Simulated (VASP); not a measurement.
The system is LiF.

```
Li F
1.0
     0.00000    2.09700    2.09700
     2.09700    0.00000    2.09700
     2.09700    2.09700    0.00000
Li F
1 1
Cartesian
  0.0000 0.0000 0.0000
  1.0485 1.0485 1.0485
```

This cell differs from its parent crystal: strain -2.2%.

Base run:

| Quantity | Value |
| --- | --- |
| Program | VASP 6.6.1 |
| Functional | r2SCAN |
| Potentials or basis | VASP PAW PBE potentials, release 64 (Li_sv, F) |
| Cutoff | 520 eV |
| k mesh | 10 × 10 × 10 |
| Occupations | gaussian, width 0.01 eV |
| Spin | no spin polarisation |

Its results: band gap on the k mesh 9.10 eV, direct.

Task: The run is repeated on the same cell with these changes: functional from r2SCAN to PBE; occupations from gaussian, width 0.01 eV to fermi-dirac, width 0.02 eV. What comes out?

Result: Band gap on the k mesh 8.30 eV, direct.

A k mesh can miss the band edges.
